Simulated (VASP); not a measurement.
Pb: single point with PBEsol

Crystal: Pb.

```
Pb
1.0
     0.00000    2.47502    2.47502
     2.47502    0.00000    2.47502
     2.47502    2.47502    0.00000
Pb
1
Direct
  0.00000 0.00000 0.00000
```

```yaml
Program: VASP 6.6.1
Task: single point
Functional: PBEsol
Potentials_or_basis: VASP PAW PBE potentials, release 64 (Pb_d)
Cutoff: 520 eV
k_mesh: 7 × 7 × 7
Occupations: fermi-dirac, width 0.05 eV
Spin: non-collinear spin, zero start, spin-orbit coupling
Starting_moments: "[[0.0, 0.0, 0.0]] μB"
Dipole_correction: no
Further_INCAR_settings: ALGO = Normal; EDIFF = 1e-06; NBANDS = 25
```

* Pressure: -0.2 GPa
* Net moment: 0.00 μB per cell
* Valence electrons inside the program's atomic spheres: Pb 11.96

Moments on the atoms (μB; x, y, z):
```
Pb  0.00 0.00 0.00
```

Run time: 30 s on 1 thread of Intel Xeon 6975P-C, with other jobs on the host, peak memory 0.24 GiB.

Caveat: the PAW data sets were made with another functional, which shifts forces and pressure a little.
